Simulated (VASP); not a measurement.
Si, 4 atoms in the cell. Symmetry: P6_3/mmc, No. 194, hexagonal system. Conventional cell: a = 3.831 Å, b = 3.831 Å, c = 6.333 Å, α = 90.00°, β = 90.00°, γ = 120.00°. Within 3.1 Å of Si (site symmetry 3m) lie 4 Si at 2.35 to 2.37 Å. This isn't the form of Si at room conditions, which is diamond.

```yaml
Program: VASP 6.6.1
Task: single point
Functional: PBE
Potentials_or_basis: VASP PAW PBE potentials, release 64 (Si)
Cutoff: 500 eV
k_mesh: 3 × 3 × 2
Occupations: fermi-dirac, width 0.1 eV
Spin: no spin polarisation
Dipole_correction: no
Further_INCAR_settings: ALGO = Normal; EDIFF = 1e-06; NBANDS = 16
```

Potentials or basis: VASP PAW PBE potentials, release 64 (Si).

Command:

```sh
$ cat potpaw_PBE.64/Si/POTCAR > POTCAR
$ mpirun -np 1 vasp_std > vasp.out
```

Hardware: 1 thread of Intel Xeon 8259CL, on a shared host.

**Question.** How long does it take, and how much memory?

**Answer.** Run time: 19 s on 1 thread of Intel Xeon 8259CL (shared host), peak memory 0.14 GiB. Counts: scf iterations 13, k points 6.
